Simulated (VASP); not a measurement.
Wanted: the native input for a VASP 6.6.1 run.

```yaml
Task: single point
Functional: LDA
Potentials_or_basis: VASP PAW LDA potentials, release 64 (Sn_d, O)
Cutoff: 520 eV
k_mesh: 5 × 5 × 4
Occupations: gaussian, width 0.01 eV
Spin: no spin polarisation
Dipole_correction: no
Further_INCAR_settings: ALGO = Normal; EDIFF = 1e-07; NBANDS = 28
```

The structure of SnO (Romarchite) lies in POSCAR:

```
SnO
1.0
    3.8112200263      0.0000000000      0.0000000000
    0.0000000000      3.8112200263      0.0000000000
    0.0000000000      0.0000000000      4.8568825102
Sn O
2 2
Direct
    0.5000000000      0.0000000000      0.2369000000
    0.0000000000      0.5000000000      0.7631000000
    0.0000000000      0.0000000000      0.0000000000
    0.5000000000      0.5000000000      0.0000000000
```

These files were run (other wordings do the same):

INCAR

```
  PREC = Accurate
  ENCUT = 520
  EDIFF = 1E-7
  ISMEAR = 0
  SIGMA = 0.01
  LREAL = F
  LASPH = T
  NELM = 100
  ALGO = Normal
  ISIF = 2
  LWAVE = F
  LCHARG = F
  GGA = CA
  NBANDS = 28
```

KPOINTS

```
Automatic mesh
0
Gamma
  5 5 4
```

Potentials or basis: VASP PAW LDA potentials, release 64 (Sn_d, O).

The run is started by

```sh
$ cat potpaw_LDA.64/Sn_d/POTCAR potpaw_LDA.64/O/POTCAR > POTCAR
$ mpirun -np 1 vasp_std > vasp.out
```

It gave:

```yaml
Pressure: -2.8 GPa
Largest_force: 0.144 eV/Å
Band_gap_on_the_k_mesh: 0.58 eV, indirect (least direct gap 2.06 eV)
```

Caveat: spin-orbit coupling is left out, which moves the levels of the heavy elements.

It took 20 s on 1 thread of Intel(R) Xeon(R) Platinum 8488C (Sapphire Rapids), on a shared host, peak memory 0.16 GiB.
